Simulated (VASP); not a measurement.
# H2PbO3 (P6mm) in VASP: a series of runs

H2PbO3 is run at these levels: PBE; tasks: single point, relaxation of cell and atoms.

All numbers are computed with VASP 6.6.1; they aren't measurements. Logs are shortened: lines on timing, memory, paths and dates and some standing lists are left out, and cuts for length are marked.

## 1. The cell of the first run

The structure is hexagonal, space group P6mm (No. 183). The conventional cell has a = 4.585 Å, b = 4.585 Å, c = 3.718 Å, α = 90.00°, β = 90.00°, γ = 120.00°. H (site symmetry 3m) has 3 O at 1.34 Å within 1.8 Å. Pb (site symmetry 6mm) has 12 O at 2.62 to 3.35 Å and 12 H at 3.02 to 3.48 Å within 3.5 Å. Within 1.8 Å of O (site symmetry 2mm) lie 2 H at 1.34 Å.

## 2. Single point, PBE

Input file INCAR:

```
PREC = Accurate
ENCUT = 520
EDIFF = 1E-7
ISMEAR = 0
SIGMA = 0.1
LREAL = F
LASPH = T
NELM = 100
ALGO = Normal
ISIF = 2
LWAVE = F
LCHARG = F
GGA = PE
NBANDS = 26
```

Input file KPOINTS:

```
regular mesh
0
Gamma
  12 12 10
```

Input file POSCAR:

```
H2PbO3
1.0
    4.5845395710      0.0000000000      0.0000000000
   -2.2922697855      3.9703277331      0.0000000000
    0.0000000000      0.0000000000      3.7182050188
H Pb O
2 1 3
Direct
    0.6666666667      0.3333333333      0.2737731752
    0.3333333333      0.6666666667      0.2737731752
    0.0000000000      0.0000000000      0.6674548655
    0.5000000000      0.5000000000      0.3262119113
    0.5000000000      0.0000000000      0.3262119113
    0.0000000000      0.5000000000      0.3262119113
```

Potentials or basis: VASP PAW PBE potentials, release 64 (H, Pb_d, O).

Started as:

```
$ cat potpaw_PBE.64/H/POTCAR potpaw_PBE.64/Pb_d/POTCAR potpaw_PBE.64/O/POTCAR > POTCAR
$ mpirun -np 1 vasp_std > vasp.out
```

OUTCAR:

```text
PREC = Accurate
   ENCUT = 520
   EDIFF = 1E-7
   ISMEAR = 0
   LREAL = F
   LASPH = T
   NELM = 100
   ISIF = 2
   GGA = PE

 ion  position               nearest neighbor table
   1  0.667  0.333  0.274-   5 1.34   6 1.34   4 1.34
   2  0.333  0.667  0.274-   5 1.34   6 1.34   4 1.34
   3  0.000  0.000  0.667-   4 2.62   6 2.62   6 2.62   4 2.62   5 2.62   5 2.62
   4  0.500  0.500  0.326-   1 1.34   2 1.34   3 2.62   3 2.62
   5  0.500  0.000  0.326-   1 1.34   2 1.34   3 2.62   3 2.62
   6  0.000  0.500  0.326-   1 1.34   2 1.34   3 2.62   3 2.62

  LATTYP: Found a hexagonal cell.
 ALAT       =     4.5845395710
 C/A-ratio  =     0.8110312849

  Lattice vectors:

 A1 = (   4.5845395710,   0.0000000000,   0.0000000000)
 A2 = (  -2.2922697855,   3.9703277331,   0.0000000000)
 A3 = (   0.0000000000,   0.0000000000,   3.7182050188)

Analysis of symmetry for initial positions (statically):
=====================================================================
 Subroutine PRICEL returns:
 Original cell was already a primitive cell.

 Routine SETGRP: Setting up the symmetry group for a
 hexagonal supercell.

 Subroutine GETGRP returns: Found 12 space group operations
 (whereof 12 operations were pure point group operations)
 out of a pool of 24 trial point group operations.

The static configuration has the point symmetry C_6v.

Analysis of symmetry for dynamics (positions and initial velocities):
=====================================================================
 Subroutine PRICEL returns:
 Original cell was already a primitive cell.

 Routine SETGRP: Setting up the symmetry group for a
 hexagonal supercell.

 Subroutine GETGRP returns: Found 12 space group operations
 (whereof 12 operations were pure point group operations)
 out of a pool of 24 trial point group operations.

The dynamic configuration has the point symmetry C_6v.

 Subroutine INISYM returns: Found 12 space group operations
 (whereof 12 operations are pure point group operations),
 and found     1 'primitive' translations

----------------------------------------------------------------------------------------

                                     Primitive cell

  volume of cell :      67.6792

  direct lattice vectors                    reciprocal lattice vectors
     4.584539571  0.000000000  0.000000000     0.218124412  0.125934188  0.000000000
    -2.292269785  3.970327733  0.000000000     0.000000000  0.251868376  0.000000000
     0.000000000  0.000000000  3.718205019     0.000000000  0.000000000  0.268946977

  length of vectors
     4.584539571  4.584539571  3.718205019     0.251868376  0.251868376  0.268946977

  position of ions in fractional coordinates (direct lattice)
     0.666666667  0.333333333  0.273773175
     0.333333333  0.666666667  0.273773175
     0.000000000  0.000000000  0.667454865
     0.500000000  0.500000000  0.326211911
     0.500000000  0.000000000  0.326211911
     1.000000000  0.500000000  0.326211911

  ion indices of the primitive-cell ions
   primitive index   ion index
                 1           1
                 2           2
                 3           3
                 4           4
                 5           5
                 6           6

----------------------------------------------------------------------------------------

 KPOINTS: regular mesh

Automatic generation of k-mesh.
 Grid dimensions read from file:
 generate k-points for:   12   12   10

 Generating k-lattice:

  Cartesian coordinates                     Fractional coordinates (reciprocal lattice)
     0.018177034  0.010494516  0.000000000     0.083333333 -0.000000000  0.000000000
     0.000000000  0.020989031  0.000000000     0.000000000  0.083333333  0.000000000
     0.000000000  0.000000000  0.026894698     0.000000000  0.000000000  0.100000000

  Length of vectors
     0.020989031  0.020989031  0.026894698

  Shift w.r.t. Gamma in fractional coordinates (k-lattice)
     0.000000000  0.000000000  0.000000000

 Subroutine IBZKPT returns following result:
 ===========================================

 Found    114 irreducible k-points:

 Following reciprocal coordinates:
            Coordinates               Weight
  0.000000  0.000000  0.000000      1.000000
  0.083333  0.000000  0.000000      6.000000
  0.166667 -0.000000  0.000000      6.000000
  0.250000  0.000000  0.000000      6.000000
  0.333333  0.000000  0.000000      6.000000
  0.416667  0.000000  0.000000      6.000000
[... 16 lines left out ...]
  0.250000  0.000000  0.100000     12.000000
  0.333333  0.000000  0.100000     12.000000
 [... further k-points ...]
   k-points           NKPTS =    114   k-points in BZ     NKDIM =    114   number of bands    NBANDS=     26
   number of dos      NEDOS =    301   number of ions     NIONS =      6
   total plane-waves  NPLWV =  36288
   dimension x,y,z NGX =    36 NGY =   36 NGZ =   28
   dimension x,y,z NGXF=    72 NGYF=   72 NGZF=   56
   ions per type =               2   1   3
   NGX,Y,Z   is equivalent  to a cutoff of  13.05, 13.05, 12.52 a.u.
   NGXF,Y,Z  is equivalent  to a cutoff of  26.11, 26.11, 25.04 a.u.
 SYSTEM =  unknown system
   PREC   = accura    normal or accurate (medium, high low for compatibility)
   ISTART =      0    job   : 0-new  1-cont  2-samecut
   ICHARG =      2    charge: 1-file 2-atom 10-const
   ISPIN  =      1    spin polarized calculation?
   LNONCOLLINEAR =      F non collinear calculations
   LSORBIT =      F    spin-orbit coupling
   LASPH  =      T    aspherical Exc in radial PAW
   ENCUT  =  520.0 eV  38.22 Ry    6.18 a.u.   8.52  8.52  6.91*2*pi/ulx,y,z
   NELM   =    100;   NELMIN=  2; NELMDL= -5     # of ELM steps
   EDIFF  = 0.1E-06   stopping-criterion for ELM
   LREAL  =      F    real-space projection
   EDIFFG = 0.1E-05   stopping-criterion for IOM
   NSW    =      0    number of steps for IOM
   IBRION =     -1    ionic relax: 0-MD 1-quasi-New 2-CG
   NFREE  =      0    steps in history (QN), initial steepest desc. (CG)
   ISIF   =      2    stress and relaxation
   ISYM   =      2    0-nonsym 1-usesym 2-fastsym
   POTIM  = 0.5000    time-step for ionic-motion
   TEBEG  =    0.0;   TEEND  =   0.0 temperature during run
   PSTRESS=    0.0 pullay stress
   NELECT =      34.0000    total number of electrons
   NUPDOWN=      -1.0000    fix difference up-down
   EMIN   =  10.00;   EMAX   =-10.00  energy-range for DOS
   EFERMI =   0.00;   METHOD = LEGACY
   ISMEAR =     0;   SIGMA  =   0.10  broadening in eV -4-tet -1-fermi 0-gaus
   EFERMI_NEDOS =   21; number of points for ismear=-14 and -15
   IALGO  =     38    algorithm
   IMIX   =      4    mixing-type and parameters
     AMIX     =   0.40;   BMIX     =  1.00
     AMIX_MAG =   1.60;   BMIX_MAG =  1.00
  volume/ion in A,a.u.               =      11.28        76.12
  Fermi-wavevector in a.u.,A,eV,Ry     =   1.301416  2.459319 23.043949  1.693682
  Thomas-Fermi vector in A             =   2.432551
   LORBIT       =      0    0 simple, 1 ext, 2 COOP (PROOUT), +10 PAW based schemes
   GGA     = PE    functional components
   LHFCALC =     F    Hartree Fock is set to
   AEXX    =    0.0000 exact exchange contribution
   IVDW    =     0    specifies the selected vdW correction
   LEPSILON=     F    determine dielectric tensor
   LRPA    =     F    only Hartree local field effects (RPA)
 non-spin polarized calculation
 Gauss-broadening in eV      SIGMA  =   0.10
  energy-cutoff  :      520.00
  volume of cell :       67.68
 maximum number of plane-waves:      1848
 NGX is ok and might be reduce to    36
   NGX = 17   NGY = 17   NGZ = 13

 number of electron      34.0000001 magnetization

 Free energy of the ion-electron system (eV)
  ---------------------------------------------------
  ext. energy  EPLUGINS =         0.00000000
  ---------------------------------------------------
  free energy    TOTEN  =       -25.94001065 eV

  energy without entropy =      -25.92067225  energy(sigma->0) =      -25.93034145

 E-fermi :   2.6979     XC(G=0):  -9.7865

 val. band max:        2.6940521251   @ k =   0.1667   0.0833   0.3000
 cond. band min:       2.7021570677   @ k =   0.1667   0.0833   0.4000
 fundamental gap:      0.0081049426
 Fermi energy:         2.6978786932

 k-point     1 :       0.0000    0.0000    0.0000
  band No.  band energies     occupation
      1     -16.7963      2.00000
      2     -13.7358      2.00000
      3     -13.7358      2.00000
      4     -13.2530      2.00000
      5     -13.1170      2.00000
      6     -13.1170      2.00000
[... 18 lines left out ...]
     25      14.8814      0.00000
     26      14.8815      0.00000

 k-point     2 :       0.0833    0.0000    0.0000
  band No.  band energies     occupation
      1     -16.7610      2.00000
      2     -13.7941      2.00000
      3     -13.7266      2.00000
      4     -13.2523      2.00000
      5     -13.1160      2.00000
      6     -13.1138      2.00000
[... 18 lines left out ...]
     25      14.8174      0.00000
     26      15.0536      0.00000

 k-point     3 :       0.1667   -0.0000    0.0000
  band No.  band energies     occupation
      1     -16.6569      2.00000
      2     -13.9680      2.00000
      3     -13.7006      2.00000
      4     -13.2505      2.00000
      5     -13.1125      2.00000
      6     -13.1047      2.00000
[... 18 lines left out ...]
     25      15.1379      0.00000
     26      15.5312      0.00000

 k-point     4 :       0.2500    0.0000    0.0000
  band No.  band energies     occupation
      1     -16.4905      2.00000
      2     -14.2411      2.00000
      3     -13.6624      2.00000
      4     -13.2481      2.00000
      5     -13.1047      2.00000
      6     -13.0906      2.00000
[... 18 lines left out ...]
     25      15.5643      0.00000
     26      16.2273      0.00000
[... 496 lines left out ...]
      1     -16.6491      2.00000
      2     -13.9609      2.00000
      3     -13.6948      2.00000
      4     -13.2360      2.00000
      5     -13.1169      2.00000
      6     -13.1082      2.00000
[... 18 lines left out ...]
     25      15.6297      0.00000
     26      15.8061      0.00000

 k-point    23 :       0.2500    0.0000    0.1000
  band No.  band energies     occupation
      1     -16.4839      2.00000
      2     -14.2350      2.00000
      3     -13.6607      2.00000
      4     -13.2336      2.00000
      5     -13.1077      2.00000
      6     -13.0923      2.00000
[... 18 lines left out ...]
     25      15.9371      0.00000
     26      16.2904      0.00000

 k-point    24 :       0.3333    0.0000    0.1000
  band No.  band energies     occupation
      1     -16.2715      2.00000
      2     -14.5614      2.00000
      3     -13.6235      2.00000
      4     -13.2312      2.00000
      5     -13.0908      2.00000
      6     -13.0720      2.00000
[... 18 lines left out ...]
     25      16.0321      0.00000
     26      16.7631      0.00000

 [... further k-points ...]
[... 5 lines left out ...]
  --------------------------------------------------------------------------------------
  -------------------------------------------------------------------------------------
  Total       -0.0518941     -0.0518941     -0.0599257      0.0000000     -0.0000000      0.0000000
  in kB       -1.2284950     -1.2284950     -1.4186261      0.0000000     -0.0000000      0.0000000
  external PRESSURE =      -1.2918720 kB  Pullay stress =       0.0000000 kB

 VOLUME and BASIS-vectors are now :
 -----------------------------------------------------------------------------
  energy-cutoff  :      520.00
  volume of cell :       67.68
      direct lattice vectors                 reciprocal lattice vectors
     4.584539571  0.000000000  0.000000000     0.218124412  0.125934188  0.000000000
    -2.292269785  3.970327733  0.000000000     0.000000000  0.251868376  0.000000000
     0.000000000  0.000000000  3.718205019     0.000000000  0.000000000  0.268946977

 POSITION                                       TOTAL-FORCE (eV/Angst)
 -----------------------------------------------------------------------------------
      2.29227      1.32344      1.01794         0.000000     -0.000000     -0.002195
     -0.00000      2.64689      1.01794         0.000000     -0.000000     -0.002195
      0.00000      0.00000      2.48173         0.000000     -0.000000      0.015861
      1.14613      1.98516      1.21292         0.000000     -0.000000     -0.003824
      2.29227      0.00000      1.21292        -0.000000      0.000000     -0.003824
     -1.14613      1.98516      1.21292        -0.000000      0.000000     -0.003824
 -----------------------------------------------------------------------------------
    total drift:                               -0.000000     -0.000000      0.001006

  FREE ENERGIE OF THE ION-ELECTRON SYSTEM (eV)
  ---------------------------------------------------
  free  energy   TOTEN  =       -25.9400106513 eV

  energy  without entropy=      -25.9206722538  energy(sigma->0) =      -25.93034145
```

It took 72 s on 1 thread of Intel Xeon 6975P-C (Granite Rapids), shared host; peak memory 0.3 GiB.

Results:

```yaml
Free_energy: -25.9400 eV
Pressure: -0.1 GPa
Largest_force: 0.016 eV/Å
Band_gap_on_the_k_mesh: zero (band 17 reaches 3.13 eV, above the bottom of band 18 at 2.03 eV)
```

Forces in eV/Å, atoms in the order of the input:
```
H    0.000  0.000 -0.002
H    0.000  0.000 -0.002
Pb   0.000  0.000  0.016
O    0.000  0.000 -0.004
O    0.000  0.000 -0.004
O    0.000  0.000 -0.004
```

Caveat: spin-orbit coupling is left out, which moves the levels of the heavy elements.

[end of part 1 of 2]
